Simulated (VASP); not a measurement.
# CaGe3N (R3m) in VASP: single point with PBE

Aim: the single point of CaGe3N with PBE.

Program: VASP 6.6.1. These are calculated values, not measurements. Logs are shortened: lines on timing, memory, paths and dates and some standing lists are left out, and cuts for length are marked.

## 1. The cell of the first run

It takes space group R3m (No. 160, trigonal). The conventional cell has a = 6.373 Å, b = 6.373 Å, c = 8.090 Å, α = 90.00°, β = 90.00°, γ = 120.00°. Within 4.2 Å of Ca (site symmetry 3m) lie 12 Ge at 3.19 to 3.29 Å and 7 N at 3.81 to 4.01 Å. Ge (site symmetry m) has 2 N at 2.10 to 2.48 Å within 2.8 Å. N (site symmetry 3m) has 6 Ge at 2.10 to 2.48 Å within 2.8 Å.

## 2. Single point, PBE

Contents of INCAR:

```
SYSTEM = CaGe3N
PREC = Accurate ; ENCUT = 520
EDIFF = 1E-6 ; ISMEAR = 0
SIGMA = 0.1 ; LREAL = .FALSE.
LASPH = .TRUE. ; NELM = 80
ALGO = Normal ; ISIF = 2
LWAVE = .FALSE. ; LCHARG = .FALSE.
GGA = PE ; NBANDS = 36
```

Contents of KPOINTS:

```
regular mesh
0
G
  6 6 6
  0 0 0
```

Contents of POSCAR:

```
CaGe3N
1.0
    3.1867140300      1.8398502000      2.6967852900
   -3.1867140300      1.8398502000      2.6967852900
    0.0000000000     -3.6797004100      2.6967852900
Ca Ge N
1 3 1
Direct
    0.0100000000      0.0100000000      0.0100000000
    0.5069299900      0.9987400200      0.5069299900
    0.5069299900      0.5069299900      0.9987400200
    0.9987400200      0.5069299900      0.5069299900
    0.5394300200      0.5394300200      0.5394300200
```

Potentials or basis: VASP PAW PBE potentials, release 64 (Ca_sv, Ge_d, N).

Run with:

```sh
> cat potpaw_PBE.64/Ca_sv/POTCAR potpaw_PBE.64/Ge_d/POTCAR potpaw_PBE.64/N/POTCAR > POTCAR
> mpirun -np 1 vasp_std > vasp.out
```

OUTCAR:

```text
SYSTEM = CaGe3N
   PREC = Accurate
   ENCUT = 520
   EDIFF = 1E-6
   ISMEAR = 0
   LREAL = .FALSE.
   LASPH = .TRUE.
   NELM = 80
   ISIF = 2
   GGA = PE

 ion  position               nearest neighbor table
   1  0.010  0.010  0.010-
   2  0.507  0.999  0.507-   5 2.10
   3  0.507  0.507  0.999-   5 2.10
   4  0.999  0.507  0.507-   5 2.10
   5  0.539  0.539  0.539-   2 2.10   4 2.10   3 2.10

  LATTYP: Found a trigonal (rhomboedric) cell.
 ALAT       =     4.5621098154
 COS(alpha) =     0.0241463061

  Lattice vectors:

 A1 = (   3.1867140300,   1.8398502000,   2.6967852900)
 A2 = (  -3.1867140300,   1.8398502000,   2.6967852900)
 A3 = (   0.0000000000,  -3.6797004100,   2.6967852900)

Analysis of symmetry for initial positions (statically):
=====================================================================
 Subroutine PRICEL returns:
 Original cell was already a primitive cell.

 Routine SETGRP: Setting up the symmetry group for a
 trigonal (rhombohedral) supercell.

 Subroutine GETGRP returns: Found  6 space group operations
 (whereof  6 operations were pure point group operations)
 out of a pool of 12 trial point group operations.

The static configuration has the point symmetry C_3v.

Analysis of symmetry for dynamics (positions and initial velocities):
=====================================================================
 Subroutine PRICEL returns:
 Original cell was already a primitive cell.

 Routine SETGRP: Setting up the symmetry group for a
 trigonal (rhombohedral) supercell.

 Subroutine GETGRP returns: Found  6 space group operations
 (whereof  6 operations were pure point group operations)
 out of a pool of 12 trial point group operations.

The dynamic configuration has the point symmetry C_3v.

 Subroutine INISYM returns: Found  6 space group operations
 (whereof  6 operations are pure point group operations),
 and found     1 'primitive' translations

----------------------------------------------------------------------------------------

                                     Primitive cell

  volume of cell :      94.8688

  direct lattice vectors                    reciprocal lattice vectors
[... 89 lines left out ...]
   LSORBIT =      F    spin-orbit coupling
   LASPH  =      T    aspherical Exc in radial PAW
   ENCUT  =  520.0 eV  38.22 Ry    6.18 a.u.   8.48  8.48  8.48*2*pi/ulx,y,z
   NELM   =     80;   NELMIN=  2; NELMDL= -5     # of ELM steps
   EDIFF  = 0.1E-05   stopping-criterion for ELM
   LREAL  =      F    real-space projection
   EDIFFG = 0.1E-04   stopping-criterion for IOM
   NSW    =      0    number of steps for IOM
   IBRION =     -1    ionic relax: 0-MD 1-quasi-New 2-CG
   NFREE  =      0    steps in history (QN), initial steepest desc. (CG)
   ISIF   =      2    stress and relaxation
   ISYM   =      2    0-nonsym 1-usesym 2-fastsym
   POTIM  = 0.5000    time-step for ionic-motion
   TEBEG  =    0.0;   TEEND  =   0.0 temperature during run
   PSTRESS=    0.0 pullay stress
   NELECT =      57.0000    total number of electrons
   NUPDOWN=      -1.0000    fix difference up-down
   EMIN   =  10.00;   EMAX   =-10.00  energy-range for DOS
   EFERMI =   0.00;   METHOD = LEGACY
   ISMEAR =     0;   SIGMA  =   0.10  broadening in eV -4-tet -1-fermi 0-gaus
   EFERMI_NEDOS =   21; number of points for ismear=-14 and -15
   IALGO  =     38    algorithm
   IMIX   =      4    mixing-type and parameters
     AMIX     =   0.40;   BMIX     =  1.00
     AMIX_MAG =   1.60;   BMIX_MAG =  1.00
  volume/ion in A,a.u.               =      18.97       128.04
  Fermi-wavevector in a.u.,A,eV,Ry     =   1.381419  2.610503 25.964245  1.908318
  Thomas-Fermi vector in A             =   2.506205
   LORBIT       =      0    0 simple, 1 ext, 2 COOP (PROOUT), +10 PAW based schemes
   GGA     = PE    functional components
   LHFCALC =     F    Hartree Fock is set to
   AEXX    =    0.0000 exact exchange contribution
   IVDW    =     0    specifies the selected vdW correction
   LEPSILON=     F    determine dielectric tensor
   LRPA    =     F    only Hartree local field effects (RPA)
 non-spin polarized calculation
 Gauss-broadening in eV      SIGMA  =   0.10
  energy-cutoff  :      520.00
  volume of cell :       94.87
 maximum number of plane-waves:      2587
 NGX is ok and might be reduce to    36
   NGX = 17   NGY = 17   NGZ = 17

 number of electron      57.0000029 magnetization

 Free energy of the ion-electron system (eV)
  ---------------------------------------------------
  ext. energy  EPLUGINS =         0.00000000
  ---------------------------------------------------
  free energy    TOTEN  =       -22.20723382 eV

  energy without entropy =      -22.18609063  energy(sigma->0) =      -22.19666223

 E-fermi :   5.1154     XC(G=0): -10.5136

 val. band max:        5.1033780196   @ k =   0.5000   0.3333   0.3333
 cond. band min:       5.1340163472   @ k =  -0.3333   0.5000   0.3333
 fundamental gap:      0.0306383276
 Fermi energy:         5.1154172500

 k-point     1 :       0.0000    0.0000    0.0000
  band No.  band energies     occupation
      1     -35.6568      2.00000
      2     -19.3339      2.00000
      3     -19.2880      2.00000
      4     -19.2831      2.00000
      5     -19.2831      2.00000
      6     -19.2637      2.00000
[... 925 lines left out ...]
     35       9.4405      0.00000
     36      10.0435      0.00000

 [... further k-points ...]

------------------------ aborting loop because EDIFF is reached ----------------------------------------

  FORCE on cell =-STRESS in cart. coord.  units (eV):
  Direction    XX          YY          ZZ          XY          YZ          ZX
  --------------------------------------------------------------------------------------
  -------------------------------------------------------------------------------------
  Total        0.3545288      0.3545288     -0.7222162      0.0000000      0.0000000      0.0000000
  in kB        5.9874086      5.9874086    -12.1970446      0.0000000      0.0000000      0.0000000
  external PRESSURE =      -0.0740758 kB  Pullay stress =       0.0000000 kB

 VOLUME and BASIS-vectors are now :
 -----------------------------------------------------------------------------
  energy-cutoff  :      520.00
  volume of cell :       94.87
      direct lattice vectors                 reciprocal lattice vectors
     3.186714030  1.839850200  2.696785290     0.156901434  0.090587085  0.123603957
    -3.186714030  1.839850200  2.696785290    -0.156901434  0.090587085  0.123603957
     0.000000000 -3.679700410  2.696785290     0.000000000 -0.181174170  0.123603957

 POSITION                                       TOTAL-FORCE (eV/Angst)
 -----------------------------------------------------------------------------------
      0.00000     -0.00000      0.08090         0.000000      0.000000     -0.003695
     -1.56726      0.90486      5.42755         0.313739     -0.181137     -0.330628
      0.00000     -1.80971      5.42755         0.000000      0.362275     -0.330628
      1.56726      0.90486      5.42755        -0.313739     -0.181137     -0.330628
      0.00000     -0.00000      4.36418         0.000000     -0.000000      0.995580
 -----------------------------------------------------------------------------------
    total drift:                                0.000000      0.000004      0.000115

  FREE ENERGIE OF THE ION-ELECTRON SYSTEM (eV)
  ---------------------------------------------------
  free  energy   TOTEN  =       -22.2072338248 eV

  energy  without entropy=      -22.1860906350  energy(sigma->0) =      -22.19666223
```

stdout:

```text
POSCAR found type information on POSCAR CaGeN
 POSCAR found :  3 types and       5 ions
 scaLAPACK will be used
 LDA part: xc-table for (Slater+PW92), standard interpolation
 POSCAR, INCAR and KPOINTS ok, starting setup
 FFT: planning ... GRIDC
 FFT: planning ... GRID_SOFT
 FFT: planning ... GRID
 WAVECAR not read
 entering main loop
```

It took 70 s on 1 thread of Intel Xeon Platinum 8488C (Sapphire Rapids), shared host; peak memory 0.26 GiB.

Results:

| Property | Result |
| --- | --- |
| Free energy | -22.2072 eV |
| Pressure | 0.0 GPa |
| Largest force | 0.996 eV/Å |

Forces in eV/Å, atoms in the order of the input:
```
Ca   0.000  0.000 -0.004
Ge   0.314 -0.181 -0.331
Ge   0.000  0.362 -0.331
Ge  -0.314 -0.181 -0.331
N    0.000  0.000  0.996
```

Levels at points of the mesh, in eV from the Fermi level:
| k point | band 27 | band 28 | band 29 | band 30 | band 31 | band 32 |
| --- | --- | --- | --- | --- | --- | --- |
| (0.00, 0.00, 0.00) | 0.98 | 1.05 | 1.05 | 1.87 | 1.87 | 2.35 |
| (0.50, 0.00, 0.00) | -0.88 | -0.20 | -0.07 | 0.58 | 0.74 | 0.85 |
| (0.50, 0.50, 0.00) | -0.80 | -0.15 | -0.10 | 0.69 | 0.71 | 2.82 |
| (0.50, 0.50, 0.50) | -0.10 | -0.10 | 0.19 | 1.94 | 2.02 | 4.23 |
